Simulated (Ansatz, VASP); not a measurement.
# Two plane-wave programs on Mo

```
Mo
1.0
    -1.58022    1.58022    1.58022
     1.58022   -1.58022    1.58022
     3.16044    3.16044    0.00000
Mo
2
Direct
  0.07119 0.07119 0.00000
  0.42881 0.42881 0.50000
```

Change from the starting cell: mode 4 (132.6 1/cm) frozen in, largest displacement +0.225 Å.

Alike in both runs: task single point; functional PBE; k mesh 24 × 24 × 14; occupations gaussian, width 0.15 eV; no spin polarisation.

|  | VASP | Ansatz |
| --- | --- | --- |
| version | VASP 6.6.1 | Ansatz 0.2.0 |
| potentials or method | VASP PAW PBE potentials, release 64 (Mo_sv), cutoff 520 eV | scalar-relativistic, plane waves, PAW |
| valence electrons in the cell | 28 | 28 |

```tsv
	VASP	Ansatz	Ansatz less VASP
gap on the k mesh at the Fermi level (eV)	none	none	-
pressure (GPa)	7.7	7.1	-0.62
traceless stress, the component that is largest in VASP (GPa)	7.70	7.55	-0.159
rms of the force components (eV/Å)	1.262	1.251	-0.0117
```

Atom by atom the forces differ by 0.012 eV/Å (rms over components). A gap of «none» marks a metal or a gap that the smearing closes.
